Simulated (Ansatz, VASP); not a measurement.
# Rb: VASP beside Ansatz

```
Rb
1.0
    -2.80250    2.80250    2.80250
     2.80250   -2.80250    2.80250
     2.80250    2.80250   -2.80250
Rb
1
Direct
  0.00000 0.00000 0.00000
```

Alike in both runs: functional B3LYP; dispersion D4; k mesh 4 × 4 × 4; occupations gaussian, width 0.02 eV; collinear spin.

```csv
,VASP,Ansatz
version,VASP 6.6.1,Ansatz 0.2.0
potentials or method,"VASP PAW PBE potentials, release 64 (Rb_sv)",Ansatz PAW
plane-wave cutoff (eV),520,420
valence electrons in the cell,9,9
task,single point,density of states
```

|  | VASP | Ansatz | Ansatz less VASP |
| --- | --- | --- | --- |
| gap on the k mesh at the Fermi level (eV) | none | none | - |
| pressure (GPa) | 0.0 | 0.0 | +0.01 |
| net moment per atom (μB) | 0.41 | 0.41 | 0.000 |
| size of the moment on the site where the two differ most (μB) | 0.03 | 0.18 | +0.151 |

VASP's potentials were made for PBE, not for B3LYP. Site moments also hang on the region over which each program counts them. A gap of «none» marks a metal or a gap that the smearing closes.

The k mesh is coarse, so the values compare programs but aren't converged.
